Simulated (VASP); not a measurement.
Set up this calculation in VASP 6.6.1, as the native input.

- Task: single point
- Functional: PBE
- Potentials or basis: VASP PAW PBE potentials, release 64 (Pd)
- Cutoff: 520 eV
- k mesh: 12 × 12 × 12
- Occupations: gaussian, width 0.026 eV
- Spin: no spin polarisation
- Dipole correction: no
- Further INCAR settings: ALGO = Fast; EDIFF = 1e-06; NBANDS = 11

The structure of Pd lies in POSCAR:

```
Pd
1.0
   -1.5722810000      1.5722810000      1.5722810000
    1.5722810000     -1.5722810000      1.5722810000
    1.5722810000      1.5722810000     -1.5722810000
Pd
1
Direct
    0.0000000000      0.0000000000      0.0000000000
```

The input as run:

INCAR

```
ALGO = Fast
EDIFF = 1E-6
ENCUT = 520
GGA = PE
ISIF = 2
ISMEAR = 0
LASPH = T
LCHARG = T
LELF = T
LREAL = F
LVHAR = T
LWAVE = F
NBANDS = 11
NELM = 60
PREC = Accurate
SIGMA = 0.026000000000000002
```

KPOINTS

```
k-points
0
Gamma
  12 12 12
```

Potentials or basis: VASP PAW PBE potentials, release 64 (Pd).

Launch:

```sh
$ cat potpaw_PBE.64/Pd/POTCAR > POTCAR
$ mpirun -np 1 vasp_std > vasp.out
```

It gave:

The pressure is -1.4 GPa and the band gap on the k mesh is zero (band 5 reaches 9.47 eV, above the bottom of band 6 at 7.93 eV).

Run time: 6.6 s on 1 thread of AMD EPYC 9R45 96-Core Processor (Zen 5) (shared host), peak memory 0.1 GiB.
